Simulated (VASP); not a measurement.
TiAl, 2 atoms in the cell. It takes space group P-6m2 (No. 187, hexagonal). The conventional cell has a = 2.748 Å, b = 2.748 Å, c = 4.483 Å, α = 90.00°, β = 90.00°, γ = 120.00°. Ti (site symmetry -6m2) has 6 Al at 2.75 Å and 6 Ti at 2.75 Å within 3.6 Å. Al (site symmetry -6m2) has 6 Ti at 2.75 Å and 6 Al at 2.75 Å within 3.6 Å. 

| Item | Value |
| --- | --- |
| Program | VASP 6.6.1 |
| Task | single point |
| Functional | LDA |
| Potentials or basis | VASP PAW LDA potentials, release 64 (Ti_sv, Al) |
| Cutoff | 520 eV |
| k mesh | 9 × 9 × 5 |
| Occupations | gaussian, width 0.1 eV |
| Spin | no spin polarisation |
| Dipole correction | no |
| Further INCAR settings | ALGO = Normal; EDIFF = 1e-06; NBANDS = 14 |

Potentials or basis: VASP PAW LDA potentials, release 64 (Ti_sv, Al).

The run is started by

```bash
$ cat potpaw_LDA.64/Ti_sv/POTCAR potpaw_LDA.64/Al/POTCAR > POTCAR
$ mpirun -np 1 vasp_std > vasp.out
```

Hardware: 1 thread of Intel(R) Xeon(R) 6975P-C (Granite Rapids), on a shared host.

Question: Estimate the wall time of this run.

Answer: Wall time 5.2 s on 1 thread of Intel(R) Xeon(R) 6975P-C (Granite Rapids), with other jobs on the host, peak memory 0.13 GiB. Counts: scf iterations 13, k points 36.
